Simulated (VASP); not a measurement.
## WC: relaxation of cell and atoms with PBEsol

Crystal: WC.

```xyz
2
Lattice="2.8427 0.0000 0.0000 -1.4214 2.4619 0.0000 0.0000 0.0000 2.7801" Properties=species:S:1:pos:R:3 pbc="T T T"
W     0.0000    0.0000    0.0000
C     1.4214    0.8206    1.3900
```

| Property | Result |
| --- | --- |
| Program | VASP 6.6.1 |
| Task | relaxation of cell and atoms |
| Functional | PBEsol |
| Potentials or basis | VASP PAW PBE potentials, release 64 (W_sv, C) |
| Cutoff | 600 eV |
| k mesh | 18 × 18 × 14 |
| Occupations | gaussian, width 0.1 eV |
| Spin | no spin polarisation |
| Target pressure | 25 GPa |
| Dipole correction | no |
| Further INCAR settings | ALGO = Normal; EDIFF = 1e-07; IBRION = 2; EDIFFG = -0.008; NSW = 70; ISIF = 3 |

```yaml
Relaxed_volume: 9.77 Å³/atom
Relaxed_cell: a = 2.844 Å, b = 2.844 Å, c = 2.788 Å, α = 90.00°, β = 90.00°, γ = 120.00°
Space_group_after_relaxing_to_0.05_Å: P-6m2 (No. 187)
Energy_change_on_relaxing_the_enthalpy_is_what_falls: -6.5 meV/atom
Ionic_steps: 5
Pressure_after_relaxing: 25.0 GPa
Band_gap_on_the_k_mesh: zero (band 9 reaches 12.47 eV, above the bottom of band 10 at 11.14 eV)
```

Step by step:
```csv
step,energy change (eV),largest force (eV/Å),pressure (GPa),volume (Å³)
1,0.0000,0.0000,27.20,19.46
2,-0.0516,0.0000,17.22,19.83
3,-0.0143,0.0000,24.82,19.54
4,-0.0116,0.0000,25.19,19.53
5,-0.0131,0.0000,25.00,19.53
```

Final structure:
```
W C
1.0
     2.84420    0.00000    0.00000
    -1.42210    2.46315    0.00000
     0.00000    0.00000    2.78843
W C
1 1
Direct
  0.00000 0.00000 0.00000
  0.66667 0.33333 0.50000
```

Levels at points of the mesh, in eV from the Fermi level:
```csv
k point,band 6,band 7,band 8,band 9,band 10,band 11,band 12,band 13
"(0.00, 0.00, 0.00)",-4.72,-3.58,-3.58,0.07,3.49,3.49,5.96,5.96
"(0.50, 0.00, 0.00)",-7.33,-3.96,-3.90,-0.45,2.48,4.93,5.36,7.19
"(0.00, 0.00, 0.50)",-9.09,-2.15,-2.15,-0.70,-0.70,3.84,4.69,4.69
"(0.50, 0.00, 0.50)",-6.88,-4.63,-4.34,0.40,4.86,5.76,7.20,9.86
```

Run time: 68 s on 1 thread of Intel(R) Xeon(R) 6975P-C (Granite Rapids) (shared host), peak memory 0.23 GiB.

Caveat: the cell is relaxed towards a set pressure, so the enthalpy falls and the energy may rise; the PAW data sets were made with another functional, which shifts forces and pressure a little; spin-orbit coupling is left out, which moves the levels of the heavy elements.
